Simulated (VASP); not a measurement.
# Os3C2 (Pm-3m) in VASP: a series of runs

Runs on Os3C2. Level: PBE. Tasks: single point, relaxation of cell and atoms.

All numbers are computed with VASP 6.6.1; they aren't measurements. Logs are shortened: lines on timing, memory, paths and dates and some standing lists are left out, and cuts for length are marked.

### 1 The cell of the first run

Symmetry: Pm-3m, No. 221, cubic system. The conventional cell has a = 4.003 Å, b = 4.003 Å, c = 4.003 Å, α = 90.00°, β = 90.00°, γ = 90.00°. Os (site symmetry 4/mmm) has 2 C at 2.00 Å within 2.7 Å. Within 3.7 Å of C (site symmetry m-3m) lie 12 Os at 2.83 Å and 8 C at 3.47 Å. C (site symmetry m-3m) has 6 Os at 2.00 Å within 2.7 Å.

The cell was generated, and may not be a known phase.

### 2 Single point, PBE

INCAR

```
ALGO = Normal
EDIFF = 1E-6
ENCUT = 520
GGA = PE
ISIF = 2
ISMEAR = 0
LASPH = True
LCHARG = True
LELF = True
LREAL = False
LVHAR = True
LWAVE = False
NBANDS = 24
NELM = 100
PREC = Accurate
SIGMA = 0.1
```

KPOINTS

```
k-points
0
Gamma
  10 10 10
```

POSCAR

```
Os3C2
1.0
    4.0032890892      0.0000000000      0.0000000000
    0.0000000000      4.0032890892      0.0000000000
    0.0000000000      0.0000000000      4.0032890892
Os C
3 2
Direct
    0.5000000000      0.0000000000      0.0000000000
    0.0000000000      0.5000000000      0.0000000000
    0.0000000000      0.0000000000      0.5000000000
    0.5000000000      0.5000000000      0.5000000000
    0.0000000000      0.0000000000      0.0000000000
```

Potentials or basis: VASP PAW PBE potentials, release 64 (Os, C).

The run is started by

```
$ cat potpaw_PBE.64/Os/POTCAR potpaw_PBE.64/C/POTCAR > POTCAR
$ mpirun -np 1 vasp_std > vasp.out
```

OUTCAR:

```text
EDIFF = 1E-6
   ENCUT = 520
   GGA = PE
   ISIF = 2
   ISMEAR = 0
   LASPH = True
   LREAL = False
   NELM = 100
   PREC = Accurate

 ion  position               nearest neighbor table
   1  0.500  0.000  0.000-   5 2.00   5 2.00   2 2.83   3 2.83   2 2.83   2 2.83   3 2.83   3 2.83
                             3 2.83   2 2.83
   2  0.000  0.500  0.000-   5 2.00   5 2.00   1 2.83   3 2.83   1 2.83   3 2.83   3 2.83   3 2.83
                             1 2.83   1 2.83
   3  0.000  0.000  0.500-   5 2.00   5 2.00   1 2.83   1 2.83   2 2.83   2 2.83   2 2.83   2 2.83
                             1 2.83   1 2.83
   4  0.500  0.500  0.500-
   5  0.000  0.000  0.000-   1 2.00   2 2.00   3 2.00   3 2.00   2 2.00   1 2.00

  LATTYP: Found a simple cubic cell.
 ALAT       =     4.0032890892

  Lattice vectors:

 A1 = (   4.0032890892,   0.0000000000,   0.0000000000)
 A2 = (   0.0000000000,   4.0032890892,   0.0000000000)
 A3 = (   0.0000000000,   0.0000000000,   4.0032890892)

Analysis of symmetry for initial positions (statically):
=====================================================================
 Subroutine PRICEL returns:
 Original cell was already a primitive cell.

 Routine SETGRP: Setting up the symmetry group for a
 simple cubic supercell.

 Subroutine GETGRP returns: Found 48 space group operations
 (whereof 48 operations were pure point group operations)
 out of a pool of 48 trial point group operations.

The static configuration has the point symmetry O_h .

Analysis of symmetry for dynamics (positions and initial velocities):
=====================================================================
 Subroutine PRICEL returns:
 Original cell was already a primitive cell.

 Routine SETGRP: Setting up the symmetry group for a
 simple cubic supercell.

 Subroutine GETGRP returns: Found 48 space group operations
 (whereof 48 operations were pure point group operations)
 out of a pool of 48 trial point group operations.

The dynamic configuration has the point symmetry O_h .

 Subroutine INISYM returns: Found 48 space group operations
 (whereof 48 operations are pure point group operations),
 and found     1 'primitive' translations

----------------------------------------------------------------------------------------

                                     Primitive cell

  volume of cell :      64.1580

  direct lattice vectors                    reciprocal lattice vectors
     4.003289089  0.000000000  0.000000000     0.249794601  0.000000000  0.000000000
     0.000000000  4.003289089  0.000000000     0.000000000  0.249794601  0.000000000
     0.000000000  0.000000000  4.003289089     0.000000000  0.000000000  0.249794601

  length of vectors
     4.003289089  4.003289089  4.003289089     0.249794601  0.249794601  0.249794601

  position of ions in fractional coordinates (direct lattice)
     0.500000000  0.000000000  0.000000000
     0.000000000  0.500000000  0.000000000
     0.000000000  0.000000000  0.500000000
     0.500000000  0.500000000  0.500000000
     0.000000000  0.000000000  0.000000000

  ion indices of the primitive-cell ions
   primitive index   ion index
                 1           1
                 2           2
                 3           3
                 4           4
                 5           5

----------------------------------------------------------------------------------------

 KPOINTS: k-points

Automatic generation of k-mesh.
 Grid dimensions read from file:
 generate k-points for:   10   10   10

 Generating k-lattice:

  Cartesian coordinates                     Fractional coordinates (reciprocal lattice)
     0.024979460  0.000000000  0.000000000     0.100000000  0.000000000  0.000000000
     0.000000000  0.024979460  0.000000000     0.000000000  0.100000000  0.000000000
     0.000000000  0.000000000  0.024979460     0.000000000  0.000000000  0.100000000

  Length of vectors
     0.024979460  0.024979460  0.024979460

  Shift w.r.t. Gamma in fractional coordinates (k-lattice)
     0.000000000  0.000000000  0.000000000

 Subroutine IBZKPT returns following result:
 ===========================================

 Found     56 irreducible k-points:

 Following reciprocal coordinates:
            Coordinates               Weight
  0.000000  0.000000  0.000000      1.000000
  0.100000  0.000000  0.000000      6.000000
  0.200000  0.000000  0.000000      6.000000
  0.300000  0.000000  0.000000      6.000000
  0.400000  0.000000  0.000000      6.000000
  0.500000  0.000000  0.000000      3.000000
[... 16 lines left out ...]
  0.200000  0.100000  0.100000     24.000000
  0.300000  0.100000  0.100000     24.000000
 [... further k-points ...]
   k-points           NKPTS =     56   k-points in BZ     NKDIM =     56   number of bands    NBANDS=     24
   number of dos      NEDOS =    301   number of ions     NIONS =      5
   total plane-waves  NPLWV =  27000
   dimension x,y,z NGX =    30 NGY =   30 NGZ =   30
   dimension x,y,z NGXF=    60 NGYF=   60 NGZF=   60
   ions per type =               3   2
   NGX,Y,Z   is equivalent  to a cutoff of  12.46, 12.46, 12.46 a.u.
   NGXF,Y,Z  is equivalent  to a cutoff of  24.92, 24.92, 24.92 a.u.
 SYSTEM =  unknown system
   PREC   = accura    normal or accurate (medium, high low for compatibility)
   ISTART =      0    job   : 0-new  1-cont  2-samecut
   ICHARG =      2    charge: 1-file 2-atom 10-const
   ISPIN  =      1    spin polarized calculation?
   LNONCOLLINEAR =      F non collinear calculations
   LSORBIT =      F    spin-orbit coupling
   LASPH  =      T    aspherical Exc in radial PAW
   ENCUT  =  520.0 eV  38.22 Ry    6.18 a.u.   7.44  7.44  7.44*2*pi/ulx,y,z
   NELM   =    100;   NELMIN=  2; NELMDL= -5     # of ELM steps
   EDIFF  = 0.1E-05   stopping-criterion for ELM
   LREAL  =      F    real-space projection
   EDIFFG = 0.1E-04   stopping-criterion for IOM
   NSW    =      0    number of steps for IOM
   IBRION =     -1    ionic relax: 0-MD 1-quasi-New 2-CG
   NFREE  =      0    steps in history (QN), initial steepest desc. (CG)
   ISIF   =      2    stress and relaxation
   ISYM   =      2    0-nonsym 1-usesym 2-fastsym
   POTIM  = 0.5000    time-step for ionic-motion
   TEBEG  =    0.0;   TEEND  =   0.0 temperature during run
   PSTRESS=    0.0 pullay stress
   NELECT =      32.0000    total number of electrons
   NUPDOWN=      -1.0000    fix difference up-down
   EMIN   =  10.00;   EMAX   =-10.00  energy-range for DOS
   EFERMI =   0.00;   METHOD = LEGACY
   ISMEAR =     0;   SIGMA  =   0.10  broadening in eV -4-tet -1-fermi 0-gaus
   EFERMI_NEDOS =   21; number of points for ismear=-14 and -15
   IALGO  =     38    algorithm
   IMIX   =      4    mixing-type and parameters
     AMIX     =   0.40;   BMIX     =  1.00
     AMIX_MAG =   1.60;   BMIX_MAG =  1.00
  volume/ion in A,a.u.               =      12.83        86.59
  Fermi-wavevector in a.u.,A,eV,Ry     =   1.298298  2.453428 22.933693  1.685579
  Thomas-Fermi vector in A             =   2.429636
   LORBIT       =      0    0 simple, 1 ext, 2 COOP (PROOUT), +10 PAW based schemes
   GGA     = PE    functional components
   LHFCALC =     F    Hartree Fock is set to
   AEXX    =    0.0000 exact exchange contribution
   IVDW    =     0    specifies the selected vdW correction
   LEPSILON=     F    determine dielectric tensor
   LRPA    =     F    only Hartree local field effects (RPA)
 non-spin polarized calculation
 Gauss-broadening in eV      SIGMA  =   0.10
  energy-cutoff  :      520.00
  volume of cell :       64.16
 maximum number of plane-waves:      1751
 NGX is ok and might be reduce to    30
   NGX = 15   NGY = 15   NGZ = 15

 number of electron      31.9999998 magnetization

 Free energy of the ion-electron system (eV)
  ---------------------------------------------------
  ext. energy  EPLUGINS =         0.00000000
  ---------------------------------------------------
  free energy    TOTEN  =       -42.83492797 eV

  energy without entropy =      -42.80911541  energy(sigma->0) =      -42.82202169

 E-fermi :   7.1900     XC(G=0): -12.8053

 val. band max:        7.1828559162   @ k =   0.4000   0.2000   0.1000
 cond. band min:       7.2062403535   @ k =   0.1000   0.1000   0.0000
 fundamental gap:      0.0233844374
 Fermi energy:         7.1900296199

 k-point     1 :       0.0000    0.0000    0.0000
  band No.  band energies     occupation
      1      -8.7576      2.00000
      2      -3.7823      2.00000
      3       1.7443      2.00000
      4       1.7443      2.00000
      5       1.7443      2.00000
      6       2.7196      2.00000
[... 16 lines left out ...]
     23       9.2853      0.00000
     24      15.2565      0.00000

 k-point     2 :       0.1000    0.0000    0.0000
  band No.  band energies     occupation
      1      -8.6630      2.00000
      2      -3.7215      2.00000
      3       1.7348      2.00000
      4       1.7348      2.00000
      5       1.7725      2.00000
      6       2.4365      2.00000
[... 16 lines left out ...]
     23       9.2856      0.00000
     24      15.0382      0.00000

 k-point     3 :       0.2000    0.0000    0.0000
  band No.  band energies     occupation
      1      -8.3959      2.00000
      2      -3.5555      2.00000
      3       1.4463      2.00000
      4       1.7165      2.00000
      5       1.7165      2.00000
      6       1.8496      2.00000
[... 16 lines left out ...]
     23       9.2866      0.00000
     24      14.7714      0.00000
[... 514 lines left out ...]
 k-point    23 :       0.2000    0.1000    0.1000
  band No.  band energies     occupation
      1      -8.2064      2.00000
      2      -3.4489      2.00000
      3       1.1008      2.00000
      4       1.3279      2.00000
      5       1.5018      2.00000
      6       2.2113      2.00000
[... 16 lines left out ...]
     23       9.7936      0.00000
     24      14.8704      0.00000

 k-point    24 :       0.3000    0.1000    0.1000
  band No.  band energies     occupation
      1      -7.8235      2.00000
      2      -3.2520      2.00000
      3       0.0744      2.00000
      4       1.1508      2.00000
      5       1.3077      2.00000
      6       1.9289      2.00000
[... 16 lines left out ...]
     23      10.2001      0.00000
     24      14.5075      0.00000

 [... further k-points ...]
[... 5 lines left out ...]
  --------------------------------------------------------------------------------------
  -------------------------------------------------------------------------------------
  Total        0.6578401      0.6578401      0.6578401      0.0000000     -0.0000000      0.0000000
  in kB       16.4278259     16.4278259     16.4278259      0.0000000     -0.0000000      0.0000000
  external PRESSURE =      16.4278259 kB  Pullay stress =       0.0000000 kB

 VOLUME and BASIS-vectors are now :
 -----------------------------------------------------------------------------
  energy-cutoff  :      520.00
  volume of cell :       64.16
      direct lattice vectors                 reciprocal lattice vectors
     4.003289089  0.000000000  0.000000000     0.249794601  0.000000000  0.000000000
     0.000000000  4.003289089  0.000000000     0.000000000  0.249794601  0.000000000
     0.000000000  0.000000000  4.003289089     0.000000000  0.000000000  0.249794601

 POSITION                                       TOTAL-FORCE (eV/Angst)
 -----------------------------------------------------------------------------------
      2.00164      0.00000      0.00000         0.000000      0.000000      0.000000
      0.00000      2.00164      0.00000         0.000000      0.000000      0.000000
      0.00000      0.00000      2.00164         0.000000      0.000000      0.000000
      2.00164      2.00164      2.00164         0.000000      0.000000      0.000000
      0.00000      0.00000      0.00000         0.000000      0.000000      0.000000
 -----------------------------------------------------------------------------------
    total drift:                               -0.000000     -0.000000      0.000000

  FREE ENERGIE OF THE ION-ELECTRON SYSTEM (eV)
  ---------------------------------------------------
  free  energy   TOTEN  =       -42.8349279718 eV

  energy  without entropy=      -42.8091154126  energy(sigma->0) =      -42.82202169
```

Wall time 40 s (1 thread of AMD EPYC 9R45 (Zen 5), shared host); peak memory 0.19 GiB.

What came out:

| Quantity | Value |
| --- | --- |
| Free energy | -42.8349 eV |
| Pressure | 1.6 GPa |
| Band gap on the k mesh | zero (bands 16 and 17 overlap by 0.95 eV) |

Caveat: spin-orbit coupling is left out, which moves the levels of the heavy elements.

### 3 Relaxation of cell and atoms, PBE

INCAR

```
PREC = Accurate
ENCUT = 600
EDIFF = 1E-6
ISMEAR = 0
SIGMA = 0.1
LREAL = F
LASPH = T
NELM = 100
ALGO = Normal
ISIF = 3
LWAVE = F
LCHARG = F
GGA = PE
IBRION = 2
NSW = 100
EDIFFG = -0.01
```

KPOINTS

```
Automatic mesh
0
Gamma
  10 10 10
```

Changes to POSCAR since step 2:

```diff
@@ -2,5 +2,5 @@
 1.0
-    4.0032890892      0.0000000000      0.0000000000
-    0.0000000000      4.0032890892      0.0000000000
-    0.0000000000      0.0000000000      4.0032890892
+    4.0050052817      0.0000000000      0.0000000000
+    0.0000000000      4.0050052817      0.0000000000
+    0.0000000000      0.0000000000      4.0050052817
 Os C
```

Potentials or basis: VASP PAW PBE potentials, release 64 (Os, C).

The run is started by

```
$ cat potpaw_PBE.64/Os/POTCAR potpaw_PBE.64/C/POTCAR > POTCAR
$ mpirun -np 1 vasp_std > vasp.out
```

Wall time 78 s (1 thread of AMD EPYC 9R45 (Zen 5), shared host); peak memory 0.21 GiB.

Results (log left out):

```yaml
Free_energy: -42.8396 eV
Relaxed_volume: 12.90 Å³/atom
Relaxed_cell: a = 4.011 Å, b = 4.011 Å, c = 4.011 Å, α = 90.00°, β = 90.00°, γ = 90.00°
Space_group_after_relaxing_to_0.1_Å: Pm-3m (No. 221)
Energy_gained_by_relaxing: 0.2 meV/atom
Ionic_steps: 3
Pressure_after_relaxing: 0.0 GPa
Band_gap_on_the_k_mesh: zero (bands 16 and 17 overlap by 0.94 eV)
```

The path:
```
step  energy change (eV)  largest force (eV/Å)  pressure (GPa)  volume (Å³)
   1              0.0000                0.0000            1.28        64.24
   2              0.0050                0.0000           -2.87        65.20
   3             -0.0011                0.0000            0.01        64.52
```

Final structure:
```
Os C
1.0
     4.01089    0.00000    0.00000
     0.00000    4.01089    0.00000
     0.00000    0.00000    4.01089
Os C
3 2
Direct
  0.50000 0.00000 0.00000
  0.00000 0.50000 0.00000
  0.00000 0.00000 0.50000
  0.50000 0.50000 0.50000
  0.00000 0.00000 0.00000
```

Levels at points of the mesh, in eV from the Fermi level:
```
           k point  band 14  band 15  band 16  band 17  band 18  band 19
(0.00, 0.00, 0.00)    -0.78    -0.73    -0.73    -0.73    -0.52    -0.52
(0.50, 0.00, 0.00)    -1.32    -0.90    -0.61    -0.13     1.67     1.67
(0.50, 0.50, 0.00)    -1.07    -0.65    -0.64     0.27     1.62     1.62
(0.50, 0.50, 0.50)    -2.71    -1.45     0.10     0.10     1.70     1.70
```

Caveat: spin-orbit coupling is left out, which moves the levels of the heavy elements.

The gap in the log of VASP goes by the Fermi energy; the results here count the filled bands.